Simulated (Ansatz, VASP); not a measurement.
# Nb2MoN3: VASP beside Ansatz

```
CELL_PARAMETERS angstrom
5.25338 0.00000 0.00000
-2.62669 4.54956 0.00000
0.00000 0.00000 2.90257
ATOMIC_POSITIONS crystal
Nb 0.33333 0.66667 0.50000
Nb 0.66667 0.33333 0.50000
Mo 0.00000 0.00000 0.00000
N 0.50000 0.00000 0.00000
N 0.00000 0.50000 0.00000
N 0.50000 0.50000 0.00000
```

Alike in both runs: functional PBE; k mesh 3 × 3 × 3; occupations gaussian, width 0.15 eV; collinear spin.

Ansatz relaxed the structure, and its values are those at the end. VASP's run is a single point on that final structure, the one shown.

```csv
,VASP,Ansatz
version,VASP 6.6.1,Ansatz 0.2.0
potentials or method,"VASP PAW PBE potentials, release 64 (Nb_sv, Mo_sv, N), cutoff 600 eV","scalar-relativistic, plane waves, PAW"
valence electrons in the cell,55,55
```

VASP gave:

| Quantity | Value |
| --- | --- |
| gap on the k mesh at the Fermi level (eV) | none |
| pressure (GPa) | -0.7 |
| net moment per atom (μB) | 0.04 |
| size of the moment on the site where the two differ most (μB) | 0.27 |

Q: Estimate Ansatz's values.

A: gap on the k mesh at the Fermi level (eV): none; pressure (GPa): -0.1; net moment per atom (μB): 0.04; size of the moment on the site where the two differ most (μB): 0.24.

Site moments also hang on the region over which each program counts them. A gap of «none» marks a metal or a gap that the smearing closes.

The k mesh is coarse, so the values compare programs but aren't converged.
